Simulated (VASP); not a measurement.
# Ba (P6/mmm) in VASP: notebook

Ba is run at these levels: LDA; tasks: single point.

Everything below comes from runs of VASP 6.6.1. Logs are shortened: lines on timing, memory, paths and dates and some standing lists are left out, and cuts for length are marked.

### 1 The cell of the first run

It takes space group P6/mmm (No. 191, hexagonal). Conventional cell: a = 4.035 Å, b = 4.035 Å, c = 3.737 Å, α = 90.00°, β = 90.00°, γ = 120.00°. Within 4.9 Å of Ba (site symmetry 6/mmm) lie 8 Ba at 3.74 to 4.03 Å.

### 2 Single point, LDA

File INCAR:

```
SYSTEM = Ba
  PREC = Accurate
  ENCUT = 520
  EDIFF = 1E-7
  ISMEAR = -1
  SIGMA = 0.1
  LREAL = .False.
  LASPH = .True.
  NELM = 60
  ALGO = Normal
  ISIF = 2
  LWAVE = .False.
  LCHARG = .True.
  LELF = .True.
  LVHAR = .True.
  NBANDS = 11
```

File KPOINTS:

```
regular mesh
0
Gamma
  11 11 10
  0 0 0
```

File POSCAR:

```
Ba
1.0
    4.0348676742      0.0000000000      0.0000000000
   -2.0174338371      3.4942979068      0.0000000000
    0.0000000000      0.0000000000      3.7371996635
Ba
1
Direct
    0.0000000000      0.0000000000      0.0000000000
```

Potentials or basis: VASP PAW LDA potentials, release 64 (Ba_sv).

Run with:

```sh
cat potpaw_LDA.64/Ba_sv/POTCAR > POTCAR
mpirun -np 1 vasp_std > vasp.out
```

OUTCAR:

```text
SYSTEM = Ba
   PREC = Accurate
   ENCUT = 520
   EDIFF = 1E-7
   ISMEAR = -1
   LREAL = .False.
   LASPH = .True.
   NELM = 60
   ISIF = 2

 ion  position               nearest neighbor table
   1  0.000  0.000  0.000-

  LATTYP: Found a hexagonal cell.
 ALAT       =     4.0348676742
 C/A-ratio  =     0.9262260786

  Lattice vectors:

 A1 = (   4.0348676742,   0.0000000000,   0.0000000000)
 A2 = (  -2.0174338371,   3.4942979068,   0.0000000000)
 A3 = (   0.0000000000,   0.0000000000,   3.7371996635)

Analysis of symmetry for initial positions (statically):
=====================================================================
 Subroutine PRICEL returns:
 Original cell was already a primitive cell.

 Routine SETGRP: Setting up the symmetry group for a
 hexagonal supercell.

 Subroutine GETGRP returns: Found 24 space group operations
 (whereof 24 operations were pure point group operations)
 out of a pool of 24 trial point group operations.

The static configuration has the point symmetry D_6h.

Analysis of symmetry for dynamics (positions and initial velocities):
=====================================================================
 Subroutine PRICEL returns:
 Original cell was already a primitive cell.

 Routine SETGRP: Setting up the symmetry group for a
 hexagonal supercell.

 Subroutine GETGRP returns: Found 24 space group operations
 (whereof 24 operations were pure point group operations)
 out of a pool of 24 trial point group operations.

The dynamic configuration has the point symmetry D_6h.

 Subroutine INISYM returns: Found 24 space group operations
 (whereof 24 operations are pure point group operations),
 and found     1 'primitive' translations

----------------------------------------------------------------------------------------

                                     Primitive cell

  volume of cell :      52.6909

  direct lattice vectors                    reciprocal lattice vectors
     4.034867674  0.000000000  0.000000000     0.247839602  0.143090261  0.000000000
    -2.017433837  3.494297907  0.000000000     0.000000000  0.286180522  0.000000000
     0.000000000  0.000000000  3.737199664     0.000000000  0.000000000  0.267580031

  length of vectors
     4.034867674  4.034867674  3.737199664     0.286180522  0.286180522  0.267580031

  position of ions in fractional coordinates (direct lattice)
[... 75 lines left out ...]
   ENCUT  =  520.0 eV  38.22 Ry    6.18 a.u.   7.50  7.50  6.95*2*pi/ulx,y,z
   NELM   =     60;   NELMIN=  2; NELMDL= -5     # of ELM steps
   EDIFF  = 0.1E-06   stopping-criterion for ELM
   LREAL  =      F    real-space projection
   EDIFFG = 0.1E-05   stopping-criterion for IOM
   NSW    =      0    number of steps for IOM
   IBRION =     -1    ionic relax: 0-MD 1-quasi-New 2-CG
   NFREE  =      0    steps in history (QN), initial steepest desc. (CG)
   ISIF   =      2    stress and relaxation
   ISYM   =      2    0-nonsym 1-usesym 2-fastsym
   POTIM  = 0.5000    time-step for ionic-motion
   TEBEG  =    0.0;   TEEND  =   0.0 temperature during run
   PSTRESS=    0.0 pullay stress
   NELECT =      10.0000    total number of electrons
   NUPDOWN=      -1.0000    fix difference up-down
   EMIN   =  10.00;   EMAX   =-10.00  energy-range for DOS
   EFERMI =   0.00;   METHOD = LEGACY
   ISMEAR =    -1;   SIGMA  =   0.10  broadening in eV -4-tet -1-fermi 0-gaus
   EFERMI_NEDOS =   21; number of points for ismear=-14 and -15
   IALGO  =     38    algorithm
   IMIX   =      4    mixing-type and parameters
     AMIX     =   0.40;   BMIX     =  1.00
     AMIX_MAG =   1.60;   BMIX_MAG =  1.00
  volume/ion in A,a.u.               =      52.69       355.58
  Fermi-wavevector in a.u.,A,eV,Ry     =   0.940798  1.777850 12.042525  0.885101
  Thomas-Fermi vector in A             =   2.068245
   LORBIT       =      0    0 simple, 1 ext, 2 COOP (PROOUT), +10 PAW based schemes
   GGA     = CA    functional components
   LHFCALC =     F    Hartree Fock is set to
   AEXX    =    0.0000 exact exchange contribution
   IVDW    =     0    specifies the selected vdW correction
   LEPSILON=     F    determine dielectric tensor
   LRPA    =     F    only Hartree local field effects (RPA)
 non-spin polarized calculation
  energy-cutoff  :      520.00
  volume of cell :       52.69
 maximum number of plane-waves:      1435
 NGX is ok and might be reduce to    30
   NGX = 15   NGY = 15   NGZ = 13

 number of electron      10.0000000 magnetization

 Free energy of the ion-electron system (eV)
  ---------------------------------------------------
  ext. energy  EPLUGINS =         0.00000000
  ---------------------------------------------------
  free energy    TOTEN  =        -2.10578411 eV

  energy without entropy =       -2.06349351  energy(sigma->0) =       -2.08463881

 E-fermi :   2.0798     XC(G=0):  -8.2084

 val. band max:        2.0738407330   @ k =   0.3636   0.2727   0.3000
 cond. band min:       2.0824046552   @ k =   0.3636   0.0909   0.3000
 fundamental gap:      0.0085639222
 Fermi energy:         2.0798037328

 k-point     1 :       0.0000    0.0000    0.0000
  band No.  band energies     occupation
      1     -26.7253      2.00000
      2     -11.4878      2.00000
      3     -11.4878      2.00000
      4     -11.4034      2.00000
      5      -0.6762      2.00000
      6       1.9801      1.46097
      7       3.9204      0.00000
      8       3.9204      0.00000
      9       7.8116      0.00000
     10       7.8116      0.00000
     11       8.6506      0.00000
[... 309 lines left out ...]
 k-point    24 :       0.1818    0.0909    0.1000
  band No.  band energies     occupation
      1     -26.6697      2.00000
      2     -11.9079      2.00000
      3     -11.5943      2.00000
      4     -11.4740      2.00000
      5       0.5477      2.00000
      6       2.6051      0.01041
      7       2.9838      0.00024
      8       5.1407      0.00000
      9       5.8624      0.00000
     10       6.9460      0.00000
     11      10.7277      0.00000

 [... further k-points ...]
[... 5 lines left out ...]
  --------------------------------------------------------------------------------------
  -------------------------------------------------------------------------------------
  Total       -0.0100526     -0.0100526      0.0324342      0.0000000      0.0000000      0.0000000
  in kB       -0.3056696     -0.3056696      0.9862306      0.0000000      0.0000000      0.0000000
  external PRESSURE =       0.1249638 kB  Pullay stress =       0.0000000 kB

 VOLUME and BASIS-vectors are now :
 -----------------------------------------------------------------------------
  energy-cutoff  :      520.00
  volume of cell :       52.69
      direct lattice vectors                 reciprocal lattice vectors
     4.034867674  0.000000000  0.000000000     0.247839602  0.143090261  0.000000000
    -2.017433837  3.494297907  0.000000000     0.000000000  0.286180522  0.000000000
     0.000000000  0.000000000  3.737199664     0.000000000  0.000000000  0.267580031

 POSITION                                       TOTAL-FORCE (eV/Angst)
 -----------------------------------------------------------------------------------
      0.00000      0.00000      0.00000        -0.000000      0.000000      0.000000
 -----------------------------------------------------------------------------------
    total drift:                                0.000000      0.000000     -0.000000

  FREE ENERGIE OF THE ION-ELECTRON SYSTEM (eV)
  ---------------------------------------------------
  free  energy   TOTEN  =        -2.1057841139 eV

  energy  without entropy=       -2.0634935082  energy(sigma->0) =       -2.08463881
```

Run time: 28 s. Hardware: 1 thread of Intel Xeon Platinum 8488C (Sapphire Rapids), shared host; peak memory 0.18 GiB.

Results:

```
Free energy            : -2.1058 eV
Pressure               : 0.0 GPa
Band gap on the k mesh : zero (band 5 reaches 2.48 eV, above the bottom of band 6 at 1.79 eV)
```

Caveat: spin-orbit coupling is left out, which moves the levels of the heavy elements.

### 3 Single point, LDA

File INCAR:

```
PREC = Accurate ; ENCUT = 520
EDIFF = 1E-6 ; ISMEAR = -1
SIGMA = 0.1 ; LREAL = False
LASPH = True ; NELM = 100
ALGO = Normal ; ISIF = 2
LWAVE = False ; LCHARG = False
NBANDS = 11
```

File KPOINTS:

```
Automatic mesh
0
Gamma
  11 11 10
```

POSCAR is that of step 2.

Potentials or basis: VASP PAW LDA potentials, release 64 (Ba_sv).

Run with:

```sh
cat potpaw_LDA.64/Ba_sv/POTCAR > POTCAR
mpirun -np 1 vasp_std > vasp.out
```

Wall time 26 s (1 thread of Intel Xeon Platinum 8488C (Sapphire Rapids), shared host); peak memory 0.17 GiB.

It converged, with:

```yaml
Free_energy: -2.1058 eV
Pressure: 0.0 GPa
Band_gap_on_the_k_mesh: zero (band 5 reaches 2.48 eV, above the bottom of band 6 at 1.79 eV)
```

Stress tensor (GPa, compression positive):
```
-0.05  0.00  0.00
 0.00 -0.05  0.00
 0.00  0.00  0.06
```

Levels at points of the mesh, in eV from the Fermi level:
| k point | band 1 | band 2 | band 3 | band 4 | band 5 | band 6 | band 7 | band 8 | band 9 | band 10 |
| --- | --- | --- | --- | --- | --- | --- | --- | --- | --- | --- |
| (0.00, 0.00, 0.00) | -28.80 | -13.57 | -13.57 | -13.48 | -2.76 | -0.10 | 1.84 | 1.84 | 5.73 | 5.73 |
| (0.00, 0.00, 0.50) | -28.69 | -14.62 | -13.45 | -13.45 | -0.78 | 1.14 | 2.50 | 2.50 | 3.04 | 3.04 |

Caveat: spin-orbit coupling is left out, which moves the levels of the heavy elements.
